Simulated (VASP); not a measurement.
# Mg2Te3O (R-3m) in VASP: a series of runs

Mg2Te3O is run at these levels: PBE; tasks: single point, relaxation of cell and atoms.

Everything below comes from runs of VASP 6.6.1. Logs are shortened: lines on timing, memory, paths and dates and some standing lists are left out, and cuts for length are marked.

### 1 The cell of the first run

It takes space group R-3m (No. 166, trigonal). The conventional cell has a = 9.299 Å, b = 9.299 Å, c = 7.400 Å, α = 90.00°, β = 90.00°, γ = 120.00°. Mg (site symmetry 3m) has 1 O at 1.79 Å within 2.4 Å. Within 3.7 Å of Te (site symmetry 2/m) lie 2 Mg at 2.77 Å and 2 O at 3.65 Å and 4 Te at 3.65 Å. Within 2.4 Å of O (site symmetry -3m) lie 2 Mg at 1.79 Å.

The cell was built from a structure type or drawn by symmetry, and may not be a known phase.

### 2 Single point, PBE

The input, INCAR:

```
SYSTEM = Mg2Te3O
ALGO     = Normal         ! electronic algorithm
EDIFF    = 1E-7           ! SCF threshold, eV
ENCUT    = 520            ! plane-wave cutoff, eV
GGA      = PE             ! functional
ISIF     = 2              ! what is computed and relaxed
ISMEAR   = 0              ! smearing method
LASPH    = .TRUE.         ! aspherical terms in the spheres
LCHARG   = .FALSE.        ! write CHGCAR
LREAL    = .FALSE.        ! projectors in reciprocal space
LWAVE    = .FALSE.        ! write WAVECAR
NBANDS   = 23             ! bands
NELM     = 80             ! most SCF steps
PREC     = Accurate       ! precision mode
SIGMA    = 0.1            ! smearing width, eV
```

The input, KPOINTS:

```
k-points
0
G
  6 6 6
  0 0 0
```

The input, POSCAR:

```
Mg2Te3O
1.0
    4.6496935931      2.6845018477      2.4665511788
   -4.6496935931      2.6845018477      2.4665511788
    0.0000000000     -5.3690036953      2.4665511788
Mg Te O
2 3 1
Direct
    0.7420874673      0.7420874673      0.7420874673
    0.2579125327      0.2579125327      0.2579125327
    0.0000000000      0.5000000000      0.0000000000
    0.0000000000      0.0000000000      0.5000000000
    0.5000000000      0.0000000000      0.0000000000
    0.5000000000      0.5000000000      0.5000000000
```

Potentials or basis: VASP PAW PBE potentials, release 64 (Mg, Te, O).

Started as:

```console
$ cat potpaw_PBE.64/Mg/POTCAR potpaw_PBE.64/Te/POTCAR potpaw_PBE.64/O/POTCAR > POTCAR
$ mpirun -np 1 vasp_std > vasp.out
```

OUTCAR:

```text
SYSTEM = Mg2Te3O
   EDIFF = 1E-7
   ENCUT = 520
   GGA = PE
   ISIF = 2
   ISMEAR = 0
   LASPH = .TRUE.
   LREAL = .FALSE.
   NELM = 80
   PREC = Accurate

 ion  position               nearest neighbor table
   1  0.742  0.742  0.742-   6 1.79   5 2.77   3 2.77   4 2.77   2 3.58
   2  0.258  0.258  0.258-   6 1.79   5 2.77   3 2.77   4 2.77   1 3.58
   3  0.000  0.500  0.000-   1 2.77   2 2.77   4 3.65   4 3.65   5 3.65   5 3.65
   4  0.000  0.000  0.500-   1 2.77   2 2.77   3 3.65   5 3.65   3 3.65   5 3.65
   5  0.500  0.000  0.000-   1 2.77   2 2.77   4 3.65   4 3.65   3 3.65   3 3.65
   6  0.500  0.500  0.500-   1 1.79   2 1.79

  LATTYP: Found a trigonal (rhomboedric) cell.
 ALAT       =     5.9084748792
 COS(alpha) =    -0.2385908803

  Lattice vectors:

 A1 = (   4.6496935931,   2.6845018477,   2.4665511788)
 A2 = (  -4.6496935931,   2.6845018477,   2.4665511788)
 A3 = (   0.0000000000,  -5.3690036953,   2.4665511788)

Analysis of symmetry for initial positions (statically):
=====================================================================
 Subroutine PRICEL returns:
 Original cell was already a primitive cell.

 Routine SETGRP: Setting up the symmetry group for a
 trigonal (rhombohedral) supercell.

 Subroutine GETGRP returns: Found 12 space group operations
 (whereof 12 operations were pure point group operations)
 out of a pool of 12 trial point group operations.

The static configuration has the point symmetry D_3d.

Analysis of symmetry for dynamics (positions and initial velocities):
=====================================================================
 Subroutine PRICEL returns:
 Original cell was already a primitive cell.

 Routine SETGRP: Setting up the symmetry group for a
 trigonal (rhombohedral) supercell.

 Subroutine GETGRP returns: Found 12 space group operations
 (whereof 12 operations were pure point group operations)
 out of a pool of 12 trial point group operations.

The dynamic configuration has the point symmetry D_3d.

 Subroutine INISYM returns: Found 12 space group operations
 (whereof 12 operations are pure point group operations),
 and found     1 'primitive' translations

----------------------------------------------------------------------------------------

                                     Primitive cell

  volume of cell :     184.7266

  direct lattice vectors                    reciprocal lattice vectors
     4.649693593  2.684501848  2.466551179     0.107533968  0.062084765  0.135141462
    -4.649693593  2.684501848  2.466551179    -0.107533968  0.062084765  0.135141462
     0.000000000 -5.369003695  2.466551179     0.000000000 -0.124169530  0.135141462

  length of vectors
     5.908474879  5.908474879  5.908474879     0.183524623  0.183524623  0.183524623

  position of ions in fractional coordinates (direct lattice)
     0.742087467  0.742087467  0.742087467
     0.257912533  0.257912533  0.257912533
     0.000000000  0.500000000  1.000000000
     0.000000000  0.000000000  0.500000000
     0.500000000  0.000000000  1.000000000
     0.500000000  0.500000000  0.500000000

  ion indices of the primitive-cell ions
   primitive index   ion index
                 1           1
                 2           2
                 3           3
                 4           4
                 5           5
                 6           6

----------------------------------------------------------------------------------------

 KPOINTS: k-points

Automatic generation of k-mesh.
 Grid dimensions read from file:
 generate k-points for:    6    6    6

 Generating k-lattice:

  Cartesian coordinates                     Fractional coordinates (reciprocal lattice)
     0.017922328  0.010347461  0.022523577     0.166666667  0.000000000  0.000000000
    -0.017922328  0.010347461  0.022523577     0.000000000  0.166666667  0.000000000
     0.000000000 -0.020694922  0.022523577    -0.000000000 -0.000000000  0.166666667

  Length of vectors
     0.030587437  0.030587437  0.030587437

  Shift w.r.t. Gamma in fractional coordinates (k-lattice)
     0.000000000  0.000000000  0.000000000

 Subroutine IBZKPT returns following result:
 ===========================================

 Found     32 irreducible k-points:

 Following reciprocal coordinates:
            Coordinates               Weight
  0.000000  0.000000  0.000000      1.000000
  0.166667 -0.000000  0.000000      6.000000
  0.333333  0.000000 -0.000000      6.000000
  0.500000  0.000000  0.000000      3.000000
  0.166667  0.166667  0.000000      6.000000
  0.333333  0.166667 -0.000000     12.000000
[... 16 lines left out ...]
  0.500000  0.500000  0.166667      6.000000
 -0.333333  0.500000  0.166667     12.000000
 [... further k-points ...]
   k-points           NKPTS =     32   k-points in BZ     NKDIM =     32   number of bands    NBANDS=     23
   number of dos      NEDOS =    301   number of ions     NIONS =      6
   total plane-waves  NPLWV = 110592
   dimension x,y,z NGX =    48 NGY =   48 NGZ =   48
   dimension x,y,z NGXF=    96 NGYF=   96 NGZF=   96
   ions per type =               2   3   1
   NGX,Y,Z   is equivalent  to a cutoff of  13.51, 13.51, 13.51 a.u.
   NGXF,Y,Z  is equivalent  to a cutoff of  27.01, 27.01, 27.01 a.u.
 SYSTEM =  Mg2Te3O
   PREC   = accura    normal or accurate (medium, high low for compatibility)
   ISTART =      0    job   : 0-new  1-cont  2-samecut
   ICHARG =      2    charge: 1-file 2-atom 10-const
   ISPIN  =      1    spin polarized calculation?
   LNONCOLLINEAR =      F non collinear calculations
   LSORBIT =      F    spin-orbit coupling
   LASPH  =      T    aspherical Exc in radial PAW
   ENCUT  =  520.0 eV  38.22 Ry    6.18 a.u.  10.99 10.99 10.99*2*pi/ulx,y,z
   NELM   =     80;   NELMIN=  2; NELMDL= -5     # of ELM steps
   EDIFF  = 0.1E-06   stopping-criterion for ELM
   LREAL  =      F    real-space projection
   EDIFFG = 0.1E-05   stopping-criterion for IOM
   NSW    =      0    number of steps for IOM
   IBRION =     -1    ionic relax: 0-MD 1-quasi-New 2-CG
   NFREE  =      0    steps in history (QN), initial steepest desc. (CG)
   ISIF   =      2    stress and relaxation
   ISYM   =      2    0-nonsym 1-usesym 2-fastsym
   POTIM  = 0.5000    time-step for ionic-motion
   TEBEG  =    0.0;   TEEND  =   0.0 temperature during run
   PSTRESS=    0.0 pullay stress
   NELECT =      28.0000    total number of electrons
   NUPDOWN=      -1.0000    fix difference up-down
   EMIN   =  10.00;   EMAX   =-10.00  energy-range for DOS
   EFERMI =   0.00;   METHOD = LEGACY
   ISMEAR =     0;   SIGMA  =   0.10  broadening in eV -4-tet -1-fermi 0-gaus
   EFERMI_NEDOS =   21; number of points for ismear=-14 and -15
   IALGO  =     38    algorithm
   IMIX   =      4    mixing-type and parameters
     AMIX     =   0.40;   BMIX     =  1.00
     AMIX_MAG =   1.60;   BMIX_MAG =  1.00
  volume/ion in A,a.u.               =      30.79       207.77
  Fermi-wavevector in a.u.,A,eV,Ry     =   0.872873  1.649491 10.366377  0.761907
  Thomas-Fermi vector in A             =   1.992184
   LORBIT       =      0    0 simple, 1 ext, 2 COOP (PROOUT), +10 PAW based schemes
   GGA     = PE    functional components
   LHFCALC =     F    Hartree Fock is set to
   AEXX    =    0.0000 exact exchange contribution
   IVDW    =     0    specifies the selected vdW correction
   LEPSILON=     F    determine dielectric tensor
   LRPA    =     F    only Hartree local field effects (RPA)
 non-spin polarized calculation
 Gauss-broadening in eV      SIGMA  =   0.10
  energy-cutoff  :      520.00
  volume of cell :      184.73
 maximum number of plane-waves:      5004
 NGX is ok and might be reduce to    48
   NGX = 21   NGY = 21   NGZ = 21

 number of electron      27.9999994 magnetization

 Free energy of the ion-electron system (eV)
  ---------------------------------------------------
  ext. energy  EPLUGINS =         0.00000000
  ---------------------------------------------------
  free energy    TOTEN  =       -20.35512060 eV

  energy without entropy =      -20.32579556  energy(sigma->0) =      -20.34045808

 E-fermi :   2.2778     XC(G=0):  -8.0541

 val. band max:        2.2619225830   @ k =   0.3333   0.0000  -0.0000
 cond. band min:       2.2899150635   @ k =   0.5000   0.1667  -0.0000
 fundamental gap:      0.0279924804
 Fermi energy:         2.2778496836

 k-point     1 :       0.0000    0.0000    0.0000
  band No.  band energies     occupation
      1     -13.2192      2.00000
      2      -8.9614      2.00000
      3      -7.5994      2.00000
      4      -7.5994      2.00000
      5      -1.3909      2.00000
      6      -0.9213      2.00000
[... 15 lines left out ...]
     22       8.8594      0.00000
     23       8.8594      0.00000

 k-point     2 :       0.1667   -0.0000    0.0000
  band No.  band energies     occupation
      1     -13.2181      2.00000
      2      -8.9004      2.00000
      3      -7.7047      2.00000
      4      -7.6051      2.00000
      5      -1.3099      2.00000
      6      -0.8704      2.00000
[... 15 lines left out ...]
     22       9.2194      0.00000
     23       9.2665      0.00000

 k-point     3 :       0.3333    0.0000   -0.0000
  band No.  band energies     occupation
      1     -13.2158      2.00000
      2      -8.7361      2.00000
      3      -7.9544      2.00000
      4      -7.6161      2.00000
      5      -1.0943      2.00000
      6      -0.7888      2.00000
[... 15 lines left out ...]
     22       8.9638      0.00000
     23       9.5821      0.00000
[... 495 lines left out ...]
 k-point    23 :       0.5000    0.5000    0.1667
  band No.  band energies     occupation
      1     -13.2139      2.00000
      2      -8.4010      2.00000
      3      -8.2316      2.00000
      4      -7.6793      2.00000
      5      -1.9432      2.00000
      6      -0.6235      2.00000
[... 15 lines left out ...]
     22       8.9546      0.00000
     23       9.3211      0.00000

 k-point    24 :      -0.3333    0.5000    0.1667
  band No.  band energies     occupation
      1     -13.2142      2.00000
      2      -8.4656      2.00000
      3      -8.2539      2.00000
      4      -7.5681      2.00000
      5      -1.8980      2.00000
      6      -0.5862      2.00000
[... 15 lines left out ...]
     22       8.5785      0.00000
     23       9.3077      0.00000

 [... further k-points ...]

------------------------ aborting loop because EDIFF is reached ----------------------------------------

  FORCE on cell =-STRESS in cart. coord.  units (eV):
  Direction    XX          YY          ZZ          XY          YZ          ZX
  --------------------------------------------------------------------------------------
  -------------------------------------------------------------------------------------
  Total       -0.0722540     -0.0722540      0.0990007     -0.0000000      0.0000000      0.0000000
  in kB       -0.6266762     -0.6266762      0.8586568     -0.0000000      0.0000000      0.0000000
  external PRESSURE =      -0.1315652 kB  Pullay stress =       0.0000000 kB

 VOLUME and BASIS-vectors are now :
 -----------------------------------------------------------------------------
  energy-cutoff  :      520.00
  volume of cell :      184.73
      direct lattice vectors                 reciprocal lattice vectors
     4.649693593  2.684501848  2.466551179     0.107533968  0.062084765  0.135141462
    -4.649693593  2.684501848  2.466551179    -0.107533968  0.062084765  0.135141462
     0.000000000 -5.369003695  2.466551179     0.000000000 -0.124169530  0.135141462

 POSITION                                       TOTAL-FORCE (eV/Angst)
 -----------------------------------------------------------------------------------
      0.00000      0.00000      5.49119         0.000000      0.000000      0.041628
      0.00000      0.00000      1.90846         0.000000     -0.000000     -0.041628
     -2.32485      1.34225      1.23328        -0.000000      0.000000      0.000000
      0.00000     -2.68450      1.23328        -0.000000      0.000000      0.000000
      2.32485      1.34225      1.23328         0.000000      0.000000     -0.000000
      0.00000      0.00000      3.69983         0.000000      0.000000      0.000000
 -----------------------------------------------------------------------------------
    total drift:                                0.000000     -0.000000     -0.000000

  FREE ENERGIE OF THE ION-ELECTRON SYSTEM (eV)
  ---------------------------------------------------
  free  energy   TOTEN  =       -20.3551205983 eV

  energy  without entropy=      -20.3257955646  energy(sigma->0) =      -20.34045808
```

Wall time 4.5 min (1 thread of Intel Xeon 8259CL, shared host); peak memory 0.4 GiB.

What came out:

```
Free energy            : -20.3551 eV
Pressure               : 0.0 GPa
Largest force          : 0.042 eV/Å
Band gap on the k mesh : zero (bands 14 and 15 overlap by 1.82 eV)
```

Forces on the atoms (eV/Å):
```
Mg   0.000  0.000  0.042
Mg   0.000  0.000 -0.042
Te   0.000  0.000  0.000
Te   0.000  0.000  0.000
Te   0.000  0.000  0.000
O    0.000  0.000  0.000
```

Stress tensor (GPa, compression positive):
```
-0.06  0.00  0.00
 0.00 -0.06  0.00
 0.00  0.00  0.09
```

Caveat: spin-orbit coupling is left out, which moves the levels of the heavy elements.

[end of part 1 of 2]
